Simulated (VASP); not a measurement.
# MgB2 (P-1) in VASP: a series of runs, part 2 of 2

VASP 6.6.1.

### 3 Electric field gradients, PBE (equal xy, yz and zx shear strains of -1 %)

File INCAR:

```
ALGO = Normal
EDIFF = 1E-8
ENCUT = 520
GGA = PE
ISIF = 2
ISMEAR = -1
LASPH = T
LCHARG = F
LEFG = T
LREAL = F
LWAVE = F
NBANDS = 11
NELM = 100
PREC = Accurate
SIGMA = 0.05
```

File KPOINTS:

```
k-points
0
Gamma
  12 12 9
```

File POSCAR:

```
MgB2
1.0
    3.0850007055     -0.0154250035     -0.0154250035
   -1.5558587977      2.6794014835     -0.0056459431
   -0.0176150000     -0.0176150000      3.5230000000
Mg B
1 2
Direct
    0.0000000000      0.0000000000      0.0000000000
    0.3333333333      0.6666666667      0.5000000000
    0.6666666667      0.3333333333      0.5000000000
```

Potentials or basis: VASP PAW PBE potentials, release 64 (Mg, B).

Command:

```console
cat potpaw_PBE.64/Mg/POTCAR potpaw_PBE.64/B/POTCAR > POTCAR
mpirun -np 1 vasp_std > vasp.out
```

OUTCAR:

```text
EDIFF = 1E-8
   ENCUT = 520
   GGA = PE
   ISIF = 2
   ISMEAR = -1
   LASPH = T
   LREAL = F
   NELM = 100
   PREC = Accurate

 ion  position               nearest neighbor table
   1  0.000  0.000  0.000-   3 2.48   2 2.48   3 2.49   2 2.49   2 2.51   3 2.51   2 2.52   3 2.52
                             2 2.52   3 2.52   3 2.52   2 2.52
   2  0.333  0.667  0.500-   3 1.77   3 1.78   3 1.79   1 2.48   1 2.49   1 2.51   1 2.52   1 2.52
                             1 2.52
   3  0.667  0.333  0.500-   2 1.77   2 1.78   2 1.79   1 2.48   1 2.49   1 2.51   1 2.52   1 2.52
                             1 2.52

  LATTYP: Found a triclinic cell.
 ALAT       =     3.0717242137
 B/A-ratio  =     1.7320508075
 C/A-ratio  =     2.3242213277
 COS(alpha) =     0.0024240748
 COS(beta)  =     0.4407536095
 COS(gamma) =     0.8635100504

  Lattice vectors:

 A1 = (   1.5291419078,   2.6639764800,  -0.0210709466)
 A2 = (   4.6141426133,   2.6485514765,  -0.0364959501)
 A3 = (  -3.0941025954,   5.3764179670,  -3.5342918862)

Analysis of symmetry for initial positions (statically):
=====================================================================
 Subroutine PRICEL returns:
 Original cell was already a primitive cell.

 Routine SETGRP: Setting up the symmetry group for a
 triclinic supercell.

 Subroutine GETGRP returns: Found  2 space group operations
 (whereof  2 operations were pure point group operations)
 out of a pool of  2 trial point group operations.

The static configuration has the point symmetry S_2 .

[... 495 lines left out ...]
      4       5.3649      0.10963
      5       8.7930      0.00000
      6      10.0124      0.00000
      7      11.3691      0.00000
      8      13.1778      0.00000
      9      15.4064      0.00000
     10      17.2247      0.00000
     11      18.1115      0.00000

 [... further k-points ...]

------------------------ aborting loop because EDIFF is reached ----------------------------------------

  FORCE on cell =-STRESS in cart. coord.  units (eV):
  Direction    XX          YY          ZZ          XY          YZ          ZX
  --------------------------------------------------------------------------------------
  -------------------------------------------------------------------------------------
  Total       -0.2500176     -0.2531483     -0.1771649      0.3627949      0.1438320      0.1437455
  in kB      -13.7962164    -13.9689700     -9.7761334     20.0193791      7.9367940      7.9320168
  external PRESSURE =     -12.5137733 kB  Pullay stress =       0.0000000 kB

 VOLUME and BASIS-vectors are now :
 -----------------------------------------------------------------------------
  energy-cutoff  :      520.00
  volume of cell :       29.03
      direct lattice vectors                 reciprocal lattice vectors
     3.085000706 -0.015425003 -0.015425003     0.325105811  0.188785909  0.002569459
    -1.555858798  2.679401483 -0.005645943     0.001880974  0.374313874  0.001880974
    -0.017615000 -0.017615000  3.523000000     0.001426449  0.001426449  0.283863257

 POSITION                                       TOTAL-FORCE (eV/Angst)
 -----------------------------------------------------------------------------------
      0.00000      0.00000      0.00000        -0.000000     -0.000000      0.000000
     -0.01771      1.77232      1.75259         0.016775     -0.000280     -0.001311
      1.52924      0.87404      1.74933        -0.016775      0.000280      0.001311
 -----------------------------------------------------------------------------------
    total drift:                                0.000000     -0.000000     -0.000000

  FREE ENERGIE OF THE ION-ELECTRON SYSTEM (eV)
  ---------------------------------------------------
  free  energy   TOTEN  =       -15.3244891764 eV

  energy  without entropy=      -15.3200652678  energy(sigma->0) =      -15.32227722

 Electric field gradients (V/A^2)
---------------------------------------------------------------------
 ion       V_xx      V_yy      V_zz      V_xy      V_xz      V_yz
---------------------------------------------------------------------
   1       0.092     0.087    -0.180    -0.568    -1.216    -1.216
   2      -9.796    -9.774    19.570    -0.378     0.010     0.009
   3      -9.796    -9.774    19.570    -0.378     0.010     0.009
---------------------------------------------------------------------

 Electric field gradients after diagonalization (V/A^2)
 (convention: |V_zz| > |V_xx| > |V_yy|)
----------------------------------------------------------------------
 ion       V_xx      V_yy      V_zz     asymmetry (V_yy - V_xx)/ V_zz
----------------------------------------------------------------------
   1       1.398     0.658    -2.055       0.360
   2     -10.163    -9.407    19.570       0.039
   3     -10.163    -9.407    19.570       0.039
----------------------------------------------------------------------

           NMR quadrupolar parameters

 Cq : quadrupolar parameter    Cq=e*Q*V_zz/h
 eta: asymmetry parameters     (V_yy - V_xx)/ V_zz
 Q  : nuclear electric quadrupole moment in mb (millibarn)
----------------------------------------------------------------------
 ion       Cq(MHz)       eta       Q (mb)
----------------------------------------------------------------------
   1      -0.005       0.360       1.000
   2       0.047       0.039       1.000
   3       0.047       0.039       1.000
----------------------------------------------------------------------
```

stdout:

```text
POSCAR found type information on POSCAR MgB
 POSCAR found :  2 types and       3 ions
 scaLAPACK will be used
 LDA part: xc-table for (Slater+PW92), standard interpolation
 POSCAR, INCAR and KPOINTS ok, starting setup
 FFT: planning ... GRIDC
 FFT: planning ... GRID_SOFT
 FFT: planning ... GRID
 WAVECAR not read
 entering main loop
ion   1
     0.0000337     0.0276436     0.0725192     0.1629776     0.0725345     0.0000266
     0.0000464     0.0276436     0.0725192     0.1629776     0.0725345     0.0000266
     0.0000638     0.0276436     0.0725192     0.1629776     0.0725345     0.0000266
     0.0000879     0.0276436     0.0725192     0.1629776     0.0725345     0.0000266

     0.0000337     0.5527447     1.1371745    -0.3229119     1.1371446    -0.0024531
     0.0000464     0.5527443     1.1371737    -0.3229116     1.1371438    -0.0024531
     0.0000638     0.5527437     1.1371724    -0.3229111     1.1371426    -0.0024531
     0.0000879     0.5527427     1.1371704    -0.3229104     1.1371405    -0.0024531
[... 12 lines left out ...]
ion   3
     0.0000257     0.3239710     0.0142148   -12.1519714     0.0140524     0.0081758
     0.0000354     0.3239710     0.0142148   -12.1519714     0.0140524     0.0081758
     0.0000487     0.3239710     0.0142148   -12.1519714     0.0140524     0.0081758
     0.0000671     0.3239710     0.0142148   -12.1519713     0.0140524     0.0081758

     0.0000257     0.4789159     0.0234348   -17.2364583     0.0232164     0.0118735
     0.0000354     0.4789159     0.0234348   -17.2364578     0.0232164     0.0118735
     0.0000487     0.4789158     0.0234348   -17.2364570     0.0232164     0.0118735
     0.0000671     0.4789158     0.0234348   -17.2364555     0.0232164     0.0118735
```

Wall time 60 s (1 thread of Intel Xeon 6975P-C (Granite Rapids), shared host); peak memory 0.33 GiB.

What came out:

```
Free energy                             : -15.3245 eV
Pressure                                : -1.3 GPa
Largest force                           : 0.017 eV/Å
Band gap on the k mesh                  : zero (bands 4 and 5 overlap by 3.65 eV)
Largest electric field gradient by atom : Mg -2.1; B +19.6 V/Å²
```

Forces in eV/Å, atoms in the order of the input:
```
Mg   0.000  0.000  0.000
B    0.017  0.000 -0.001
B   -0.017  0.000  0.001
```

Stress tensor (GPa, compression positive):
```
-1.38  2.00  0.79
 2.00 -1.40  0.79
 0.79  0.79 -0.98
```

Levels at points of the mesh, in eV from the Fermi level:
| k point | band 2 | band 3 | band 4 | band 5 | band 6 | band 7 |
| --- | --- | --- | --- | --- | --- | --- |
| (0.00, 0.00, 0.00) | -2.90 | 0.36 | 0.42 | 1.70 | 6.25 | 6.40 |
| (0.50, 0.00, 0.00) | -7.77 | -2.22 | 0.28 | 3.11 | 3.80 | 5.42 |
| (0.00, 0.50, 0.00) | -7.79 | -2.14 | 0.25 | 3.11 | 3.91 | 5.37 |
| (0.50, 0.50, 0.00) | -7.81 | -2.07 | 0.21 | 3.10 | 4.02 | 5.33 |

Electric field gradients, principal values (V/Å²):
| atom | least | middle | greatest (by size) |
| --- | --- | --- | --- |
| 1 Mg | 0.658 | 1.398 | -2.055 |
| 2 B | -9.407 | -10.163 | 19.570 |
| 3 B | -9.407 | -10.163 | 19.570 |

Caveat: the cell differs from its parent crystal (equal xy, yz and zx shear strains of -1 %); without QUAD_EFG the Cq values of the log hold for a quadrupole moment of 1 mb, not for the nuclei.
